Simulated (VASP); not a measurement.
Write the native input for VASP 6.6.1 that does the following.

```yaml
Task: relaxation of the atoms
Functional: LDA
Potentials_or_basis: VASP PAW LDA potentials, release 64 (Al, N)
Cutoff: 520 eV
k_mesh: 9 × 9 × 6
Occupations: gaussian, width 0.05 eV
Spin: no spin polarisation
Dipole_correction: no
Further_INCAR_settings: ALGO = Normal; EDIFF = 1e-06; IBRION = 2; EDIFFG = -0.01; NSW = 50
```

The structure of AlN lies in POSCAR:

```
AlN
1.0
    3.1195000000      0.0000000000      0.0000000000
   -1.5597500000      2.7015662471      0.0000000000
    0.0000000000      0.0000000000      4.7458000000
Al N
2 2
Direct
    0.3333333333      0.6666666667      0.0015210172
    0.6666666667      0.3333333333      0.5015210172
    0.3333333333      0.6666666667      0.3834789828
    0.6666666667      0.3333333333      0.8834789828
```

One way to write it, as run:

INCAR

```
SYSTEM = AlN
PREC = Accurate
ENCUT = 520
EDIFF = 1E-6
ISMEAR = 0
SIGMA = 0.05
LREAL = .False.
LASPH = .True.
NELM = 100
ALGO = Normal
ISIF = 2
LWAVE = .False.
LCHARG = .False.
IBRION = 2
NSW = 50
EDIFFG = -0.01
```

KPOINTS

```
regular mesh
0
Gamma
  9 9 6
  0 0 0
```

Potentials or basis: VASP PAW LDA potentials, release 64 (Al, N).

Command:

```sh
$ cat potpaw_LDA.64/Al/POTCAR potpaw_LDA.64/N/POTCAR > POTCAR
$ mpirun -np 1 vasp_std > vasp.out
```

Results of the run:

```json
{"Energy gained by relaxing": "11.7 meV/atom", "Ionic steps": "3", "Pressure after relaxing": "4.2 GPa", "Band gap on the k mesh": "4.27 eV"}
```

It took 48 s on 1 thread of AMD EPYC 7R13 Processor (Zen 3), with other jobs on the host, peak memory 0.11 GiB.
